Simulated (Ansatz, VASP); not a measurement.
# Two plane-wave programs on GaP

```
CELL_PARAMETERS angstrom
2.09846 1.21154 5.91635
-2.09846 1.21154 5.91635
0.00000 -2.42309 5.91635
ATOMIC_POSITIONS crystal
Ga 0.43537 0.43537 0.43537
Ga 0.56463 0.56463 0.56463
P 0.05739 0.05739 0.05739
P 0.94261 0.94261 0.94261
```

Change from the starting cell: strain +0.080 along x and y, -0.080 along z, atoms carried along.

Alike in both runs: task single point; functional PBEsol; k mesh 9 × 9 × 9; occupations gaussian, width 0.05 eV; no spin polarisation.

|  | VASP | Ansatz |
| --- | --- | --- |
| version | VASP 6.6.1 | Ansatz 0.2.0 |
| potentials or method | VASP PAW PBE potentials, release 64 (Ga_d, P), cutoff 520 eV | scalar-relativistic, plane waves, PAW |
| valence electrons in the cell | 36 | 36 |

|  | VASP | Ansatz | Ansatz less VASP |
| --- | --- | --- | --- |
| gap on the k mesh at the Fermi level (eV) | none | none | - |
| pressure (GPa) | -2.3 | -2.3 | +0.02 |
| traceless stress, the component that is largest in VASP (GPa) | 18.34 | 18.43 | +0.091 |
| rms of the force components (eV/Å) | 1.187 | 1.203 | +0.0166 |

VASP's potentials were made for PBE, not for PBEsol. Atom by atom the forces differ by 0.017 eV/Å (rms over components). A gap of «none» marks a metal or a gap that the smearing closes.
